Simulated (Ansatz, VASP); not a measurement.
This is a calculation of TiSi2 for Ansatz 0.2.0.

input.yaml

```yaml
crystal:
  lattice:
    - [1.7290723629, -6.6212982966, 0.0]
    - [1.7290723629, 6.6212982966, 0.0]
    - [0.0, 0.0, 3.4923948962]
  atoms:
    - { symbol: Ti, position: [0.10311808, 0.89688192, 0.25] }
    - { symbol: Ti, position: [0.89688192, 0.10311808, 0.75] }
    - { symbol: Si, position: [0.75031482, 0.24968518, 0.25] }
    - { symbol: Si, position: [0.24968518, 0.75031482, 0.75] }
    - { symbol: Si, position: [0.44174855, 0.55825145, 0.25] }
    - { symbol: Si, position: [0.55825145, 0.44174855, 0.75] }
kpoints:
  mp_grid: { grid: [8, 8, 8] }
scf:
  occupations: { method: fermi_dirac, width: 0.05 }
hamiltonian:
  xc: pbesol
  pseudopotentials: { kind: all_electron, lapw: { basis_error: 0.001 } }
output:
  forces: true
  stress: true
  eigenvalues: true
```

Potentials or basis: all-electron LAPW, scalar-relativistic.

The run is started by

```bash
$ ansatz run input.yaml --threads 4 --pin off --max-ram 12288MiB --backend cpu --events-out ev --progress --plain --runs-dir out
```

Task: Translate it to VASP 6.6.1. Potentials there: VASP PAW PBE potentials, release 64 (Ti_sv, Si).

Result: As run (the cutoff follows the program's own potentials):

Contents of INCAR:

```
PREC = Accurate
ENCUT = 520
EDIFF = 1E-6
ISMEAR = -1
SIGMA = 0.05
LREAL = F
LASPH = T
NELM = 60
ALGO = Normal
ISIF = 2
LWAVE = F
LCHARG = T
GGA = PS
LELF = T
LVHAR = T
NBANDS = 29
```

KPOINTS

```
Automatic mesh
0
Gamma
  8 8 8
```

File POSCAR:

```
TiSi2
1.0
    1.7290723629     -6.6212982966      0.0000000000
    1.7290723629      6.6212982966      0.0000000000
    0.0000000000      0.0000000000      3.4923948962
Ti Si
2 4
Direct
    0.1031180800      0.8968819200      0.2500000000
    0.8968819200      0.1031180800      0.7500000000
    0.7503148200      0.2496851800      0.2500000000
    0.2496851800      0.7503148200      0.7500000000
    0.4417485500      0.5582514500      0.2500000000
    0.5582514500      0.4417485500      0.7500000000
```

Potentials or basis: VASP PAW PBE potentials, release 64 (Ti_sv, Si).

The run is started by

```bash
$ cat potpaw_PBE.64/Ti_sv/POTCAR potpaw_PBE.64/Si/POTCAR > POTCAR
$ mpirun -np 1 vasp_std > vasp.out
```

Both were run:

|  | VASP | Ansatz | Ansatz less VASP |
| --- | --- | --- | --- |
| gap on the k mesh at the Fermi level (eV) | none | none | - |
| pressure (GPa) | 7.8 | 7.7 | -0.15 |
| traceless stress, the component that is largest in VASP (GPa) | 1.99 | 1.93 | -0.068 |
| rms of the force components (eV/Å) | 0.162 | 0.160 | -0.0018 |

VASP's potentials were made for PBE, not for PBEsol. Atom by atom the forces differ by 0.002 eV/Å (rms over components). A gap of «none» marks a metal or a gap that the smearing closes. Ansatz ran all-electron here, and VASP with PAW potentials.
